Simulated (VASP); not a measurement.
# Be (P6/mmm) in VASP: a series of runs

Runs on Be. Level: BLYP. Tasks: single point, relaxation of cell and atoms.

All numbers are computed with VASP 6.6.1; they aren't measurements. Logs are shortened: lines on timing, memory, paths and dates and some standing lists are left out, and cuts for length are marked.

**1. The cell of the first run**

It takes space group P6/mmm (No. 191, hexagonal). The conventional cell has a = 3.705 Å, b = 3.705 Å, c = 2.291 Å, α = 90.00°, β = 90.00°, γ = 120.00°. Within 3.0 Å of Be (site symmetry 6/mmm) lie 14 Be at 2.29 to 2.43 Å. Within 2.8 Å of Be (site symmetry -6m2) lie 11 Be at 2.14 to 2.43 Å.

This isn't the form of Be at room conditions, which is hcp.

**2. Single point, BLYP (9.08 Å³/atom)**

Contents of INCAR:

```
SYSTEM = Be
PREC = Accurate
ENCUT = 520
EDIFF = 1E-7
ISMEAR = -1
SIGMA = 0.1
LREAL = .False.
LASPH = .True.
NELM = 80
ALGO = Normal
ISIF = 2
LWAVE = .False.
LCHARG = .False.
GGA = B5
ALDAX = 1.0
AGGAX = 1.0
AGGAC = 1.0
ALDAC = 0.0
NBANDS = 10
```

Contents of KPOINTS:

```
Automatic mesh
0
Gamma
  12 12 16
  0 0 0
```

Contents of POSCAR:

```
Be
1.0
    3.7051887547      0.0000000000      0.0000000000
   -1.8525943773      3.2087875874      0.0000000000
    0.0000000000      0.0000000000      2.2905580342
Be
3
Direct
    1.0000000000      0.0000000000      0.0000000000
    0.3333333333      0.6666666667      0.5000000000
    0.6666666667      0.3333333333      0.5000000000
```

Potentials or basis: VASP PAW PBE potentials, release 64 (Be).

Started as:

```console
cat potpaw_PBE.64/Be/POTCAR > POTCAR
mpirun -np 1 vasp_std > vasp.out
```

OUTCAR:

```text
SYSTEM = Be
   PREC = Accurate
   ENCUT = 520
   EDIFF = 1E-7
   ISMEAR = -1
   LREAL = .False.
   LASPH = .True.
   NELM = 80
   ISIF = 2
   GGA = B5

 ion  position               nearest neighbor table
   1  0.000  0.000  0.000-
   2  0.333  0.667  0.500-   3 2.14   3 2.14   3 2.14
   3  0.667  0.333  0.500-   2 2.14   2 2.14   2 2.14

  LATTYP: Found a hexagonal cell.
 ALAT       =     3.7051887547
 C/A-ratio  =     0.6182027923

  Lattice vectors:

 A1 = (   3.7051887547,   0.0000000000,   0.0000000000)
 A2 = (  -1.8525943773,   3.2087875874,   0.0000000000)
 A3 = (   0.0000000000,   0.0000000000,   2.2905580342)

Analysis of symmetry for initial positions (statically):
=====================================================================
 Subroutine PRICEL returns:
 Original cell was already a primitive cell.

 Routine SETGRP: Setting up the symmetry group for a
 hexagonal supercell.

 Subroutine GETGRP returns: Found 24 space group operations
 (whereof 24 operations were pure point group operations)
 out of a pool of 24 trial point group operations.

The static configuration has the point symmetry D_6h.

Analysis of symmetry for dynamics (positions and initial velocities):
=====================================================================
 Subroutine PRICEL returns:
 Original cell was already a primitive cell.

 Routine SETGRP: Setting up the symmetry group for a
 hexagonal supercell.

 Subroutine GETGRP returns: Found 24 space group operations
 (whereof 24 operations were pure point group operations)
 out of a pool of 24 trial point group operations.

The dynamic configuration has the point symmetry D_6h.

 Subroutine INISYM returns: Found 24 space group operations
 (whereof 24 operations are pure point group operations),
 and found     1 'primitive' translations

----------------------------------------------------------------------------------------

                                     Primitive cell

  volume of cell :      27.2328

  direct lattice vectors                    reciprocal lattice vectors
     3.705188755  0.000000000  0.000000000     0.269891783  0.155822094  0.000000000
    -1.852594377  3.208787587  0.000000000     0.000000000  0.311644187  0.000000000
     0.000000000  0.000000000  2.290558034     0.000000000  0.000000000  0.436574837

  length of vectors
     3.705188755  3.705188755  2.290558034     0.311644187  0.311644187  0.436574837

  position of ions in fractional coordinates (direct lattice)
     0.000000000  0.000000000  0.000000000
     0.333333333  0.666666667  0.500000000
     0.666666667  0.333333333  0.500000000

  ion indices of the primitive-cell ions
   primitive index   ion index
                 1           1
                 2           2
                 3           3

----------------------------------------------------------------------------------------

 KPOINTS: Automatic mesh

Automatic generation of k-mesh.
 Grid dimensions read from file:
 generate k-points for:   12   12   16

 Generating k-lattice:

  Cartesian coordinates                     Fractional coordinates (reciprocal lattice)
     0.022490982  0.012985174  0.000000000     0.083333333 -0.000000000  0.000000000
     0.000000000  0.025970349  0.000000000     0.000000000  0.083333333  0.000000000
     0.000000000  0.000000000  0.027285927     0.000000000  0.000000000  0.062500000

  Length of vectors
     0.025970349  0.025970349  0.027285927

  Shift w.r.t. Gamma in fractional coordinates (k-lattice)
     0.000000000  0.000000000  0.000000000

 Subroutine IBZKPT returns following result:
 ===========================================

 Found    171 irreducible k-points:

 Following reciprocal coordinates:
            Coordinates               Weight
  0.000000  0.000000  0.000000      1.000000
  0.083333  0.000000  0.000000      6.000000
  0.166667  0.000000  0.000000      6.000000
  0.250000  0.000000  0.000000      6.000000
  0.333333  0.000000  0.000000      6.000000
  0.416667  0.000000  0.000000      6.000000
[... 16 lines left out ...]
  0.250000  0.000000  0.062500     12.000000
  0.333333  0.000000  0.062500     12.000000
 [... further k-points ...]
   k-points           NKPTS =    171   k-points in BZ     NKDIM =    171   number of bands    NBANDS=     10
   number of dos      NEDOS =    301   number of ions     NIONS =      3
   total plane-waves  NPLWV =  14112
   dimension x,y,z NGX =    28 NGY =   28 NGZ =   18
   dimension x,y,z NGXF=    56 NGYF=   56 NGZF=   36
   ions per type =               3
   NGX,Y,Z   is equivalent  to a cutoff of  12.56, 12.56, 13.06 a.u.
   NGXF,Y,Z  is equivalent  to a cutoff of  25.13, 25.13, 26.13 a.u.
 SYSTEM =  Be
   PREC   = accura    normal or accurate (medium, high low for compatibility)
   ISTART =      0    job   : 0-new  1-cont  2-samecut
   ICHARG =      2    charge: 1-file 2-atom 10-const
   ISPIN  =      1    spin polarized calculation?
   LNONCOLLINEAR =      F non collinear calculations
   LSORBIT =      F    spin-orbit coupling
   LASPH  =      T    aspherical Exc in radial PAW
   ENCUT  =  520.0 eV  38.22 Ry    6.18 a.u.   6.89  6.89  4.26*2*pi/ulx,y,z
   NELM   =     80;   NELMIN=  2; NELMDL= -5     # of ELM steps
   EDIFF  = 0.1E-06   stopping-criterion for ELM
   LREAL  =      F    real-space projection
   EDIFFG = 0.1E-05   stopping-criterion for IOM
   NSW    =      0    number of steps for IOM
   IBRION =     -1    ionic relax: 0-MD 1-quasi-New 2-CG
   NFREE  =      0    steps in history (QN), initial steepest desc. (CG)
   ISIF   =      2    stress and relaxation
   ISYM   =      2    0-nonsym 1-usesym 2-fastsym
   POTIM  = 0.5000    time-step for ionic-motion
   TEBEG  =    0.0;   TEEND  =   0.0 temperature during run
   PSTRESS=    0.0 pullay stress
   NELECT =       6.0000    total number of electrons
   NUPDOWN=      -1.0000    fix difference up-down
   EMIN   =  10.00;   EMAX   =-10.00  energy-range for DOS
   EFERMI =   0.00;   METHOD = LEGACY
   ISMEAR =    -1;   SIGMA  =   0.10  broadening in eV -4-tet -1-fermi 0-gaus
   EFERMI_NEDOS =   21; number of points for ismear=-14 and -15
   IALGO  =     38    algorithm
   IMIX   =      4    mixing-type and parameters
     AMIX     =   0.40;   BMIX     =  1.00
     AMIX_MAG =   1.60;   BMIX_MAG =  1.00
  volume/ion in A,a.u.               =       9.08        61.26
  Fermi-wavevector in a.u.,A,eV,Ry     =   0.988768  1.868500 13.301900  0.977662
  Thomas-Fermi vector in A             =   2.120318
   LORBIT       =      0    0 simple, 1 ext, 2 COOP (PROOUT), +10 PAW based schemes
   GGA     = B5    functional components
   LHFCALC =     F    Hartree Fock is set to
   AEXX    =    0.0000 exact exchange contribution
   IVDW    =     0    specifies the selected vdW correction
   LEPSILON=     F    determine dielectric tensor
   LRPA    =     F    only Hartree local field effects (RPA)
 non-spin polarized calculation
  energy-cutoff  :      520.00
  volume of cell :       27.23
 maximum number of plane-waves:       746
 NGX is ok and might be reduce to    28
   NGX = 13   NGY = 13   NGZ =  9

 number of electron       6.0000000 magnetization

 Free energy of the ion-electron system (eV)
  ---------------------------------------------------
  ext. energy  EPLUGINS =         0.00000000
  ---------------------------------------------------
  free energy    TOTEN  =        -8.64897091 eV

  energy without entropy =       -8.62859226  energy(sigma->0) =       -8.63878159

 E-fermi :   6.8141     XC(G=0):  -9.6258

 val. band max:        6.8102997492   @ k =   0.3333   0.0000   0.5000
 cond. band min:       6.8252069648   @ k =   0.3333   0.1667   0.4375
 fundamental gap:      0.0149072156
 Fermi energy:         6.8140744796

 k-point     1 :       0.0000    0.0000    0.0000
  band No.  band energies     occupation
      1      -4.1462      2.00000
      2       5.9004      1.99978
      3       5.9004      1.99978
      4       6.1331      1.99780
      5       6.1331      1.99780
      6      11.6332      0.00000
      7      11.8291      0.00000
      8      16.2797      0.00000
      9      23.7683      0.00000
     10      23.9107      0.00000

 k-point     2 :       0.0833    0.0000    0.0000
  band No.  band energies     occupation
      1      -4.0696      2.00000
      2       4.7204      2.00000
      3       4.9431      2.00000
      4       6.9555      0.39123
      5       7.2782      0.01911
      6      11.9602      0.00000
      7      12.1251      0.00000
      8      16.3677      0.00000
      9      23.6240      0.00000
     10      23.7320      0.00000

 k-point     3 :       0.1667    0.0000    0.0000
  band No.  band energies     occupation
      1      -3.8398      2.00000
      2       3.3302      2.00000
      3       4.0692      2.00000
      4       7.3663      0.00796
      5       8.7140      0.00000
      6      12.6480      0.00000
      7      13.1977      0.00000
      8      16.6306      0.00000
      9      22.7900      0.00000
     10      23.1389      0.00000

 k-point     4 :       0.2500    0.0000    0.0000
  band No.  band energies     occupation
      1      -3.4569      2.00000
      2       1.9759      2.00000
      3       3.3864      2.00000
      4       7.4326      0.00411
      5      10.3273      0.00000
      6      13.5437      0.00000
      7      14.8318      0.00000
      8      17.0648      0.00000
      9      21.5496      0.00000
     10      21.9337      0.00000

 k-point     5 :       0.3333    0.0000    0.0000
  band No.  band energies     occupation
      1      -2.9211      2.00000
      2       0.7210      2.00000
      3       2.8976      2.00000
      4       7.3785      0.00705
      5      12.1042      0.00000
      6      14.6258      0.00000
      7      16.6268      0.00000
      8      17.6635      0.00000
      9      20.1441      0.00000
     10      20.1808      0.00000

 k-point     6 :       0.4167    0.0000    0.0000
  band No.  band energies     occupation
      1      -2.2333      2.00000
      2      -0.4061      2.00000
      3       2.6040      2.00000
      4       7.3173      0.01296
      5      14.0209      0.00000
      6      15.8568      0.00000
      7      18.1587      0.00000
      8      18.1738      0.00000
      9      18.4146      0.00000
     10      18.6871      0.00000
[... 183 lines left out ...]
 k-point    21 :       0.0833    0.0000    0.0625
  band No.  band energies     occupation
      1      -3.9844      2.00000
      2       4.8206      2.00000
      3       5.0469      2.00000
      4       7.0485      0.17507
      5       7.3805      0.00691
      6      11.7780      0.00000
      7      12.0855      0.00000
      8      15.8147      0.00000
      9      23.2213      0.00000
     10      23.6190      0.00000

 k-point    22 :       0.1667    0.0000    0.0625
  band No.  band energies     occupation
      1      -3.7545      2.00000
      2       3.4259      2.00000
      3       4.1739      2.00000
      4       7.4349      0.00402
      5       8.8140      0.00000
      6      12.5299      0.00000
      7      13.1081      0.00000
      8      16.0478      0.00000
      9      22.6970      0.00000
     10      22.7487      0.00000

 k-point    23 :       0.2500    0.0000    0.0625
  band No.  band energies     occupation
      1      -3.3713      2.00000
      2       2.0682      2.00000
      3       3.4916      2.00000
      4       7.4824      0.00250
      5      10.4240      0.00000
      6      13.4354      0.00000
      7      14.7238      0.00000
      8      16.4271      0.00000
      9      21.5640      0.00000
     10      21.8555      0.00000

 k-point    24 :       0.3333    0.0000    0.0625
  band No.  band energies     occupation
      1      -2.8352      2.00000
      2       0.8109      2.00000
      3       3.0031      2.00000
      4       7.4188      0.00472
      5      12.1955      0.00000
      6      14.5117      0.00000
      7      16.4640      0.00000
      8      16.9395      0.00000
      9      20.1815      0.00000
     10      20.2102      0.00000

 [... further k-points ...]

------------------------ aborting loop because EDIFF is reached ----------------------------------------

  FORCE on cell =-STRESS in cart. coord.  units (eV):
  Direction    XX          YY          ZZ          XY          YZ          ZX
  --------------------------------------------------------------------------------------
  -------------------------------------------------------------------------------------
  Total       -2.0095594     -2.0095594     -1.2584581     -0.0000000     -0.0000000     -0.0000000
  in kB     -118.2275868   -118.2275868    -74.0383504     -0.0000000     -0.0000000     -0.0000000
  external PRESSURE =    -103.4978413 kB  Pullay stress =       0.0000000 kB

 VOLUME and BASIS-vectors are now :
 -----------------------------------------------------------------------------
  energy-cutoff  :      520.00
  volume of cell :       27.23
      direct lattice vectors                 reciprocal lattice vectors
     3.705188755  0.000000000  0.000000000     0.269891783  0.155822094  0.000000000
    -1.852594377  3.208787587  0.000000000     0.000000000  0.311644187  0.000000000
     0.000000000  0.000000000  2.290558034     0.000000000  0.000000000  0.436574837

 POSITION                                       TOTAL-FORCE (eV/Angst)
 -----------------------------------------------------------------------------------
      0.00000      0.00000      0.00000        -0.000000      0.000000      0.000000
     -0.00000      2.13919      1.14528         0.000000      0.000000      0.000000
      1.85259      1.06960      1.14528         0.000000      0.000000     -0.000000
 -----------------------------------------------------------------------------------
    total drift:                                0.000000     -0.000000     -0.000000

  FREE ENERGIE OF THE ION-ELECTRON SYSTEM (eV)
  ---------------------------------------------------
  free  energy   TOTEN  =        -8.6489709112 eV

  energy  without entropy=       -8.6285922592  energy(sigma->0) =       -8.63878159
```

It took 37 s on 1 thread of Intel Xeon 8259CL, shared host; peak memory 0.16 GiB.

What came out:

```
Free energy            : -8.6490 eV
Pressure               : -10.3 GPa
Band gap on the k mesh : zero (bands 3 and 4 overlap by 4.12 eV)
```

Stress tensor (GPa, compression positive):
```
-11.82   0.00   0.00
  0.00 -11.82   0.00
  0.00   0.00  -7.40
```

Caveat: the cell stands under tension; the PAW data sets were made with another functional, which shifts forces and pressure a little.

[end of part 1 of 2]
